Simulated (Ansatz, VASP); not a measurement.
Two plane-wave programs on PtS2

```
S Pt
1.0
     3.54153    0.00000    0.00000
    -1.77076    3.06705    0.00000
     0.00000    0.00000   22.46706
S Pt
4 2
Direct
  0.66667 0.33333 0.20029
  0.33333 0.66667 0.31083
  0.50000 0.66667 0.52181
  0.16667 0.00000 0.63235
  0.00000 0.00000 0.25556
  0.83333 0.33333 0.57708
```

Alike in both runs: task single point; functional PBE; dispersion D3(BJ); k mesh 9 × 9 × 1; occupations gaussian, width 0.05 eV; no spin polarisation.

```csv
,VASP,Ansatz
version,VASP 6.6.1,Ansatz 0.2.0
potentials or method,"VASP PAW PBE potentials, release 64 (S, Pt), cutoff 520 eV","scalar-relativistic, plane waves, PAW"
valence electrons in the cell,44,60
```

```csv
,VASP,Ansatz,Ansatz less VASP
gap on the k mesh at the Fermi level (eV),1.76,1.76,-0.004
least direct gap on the mesh (eV),1.83,1.83,-0.004
rms of the force components (eV/Å),0.016,0.015,-0.0015
```

VASP's potentials hold 44 valence electrons a cell and Ansatz's 60, so a difference there can come from the potentials and not from the codes.

Neither program's run includes spin-orbit coupling.
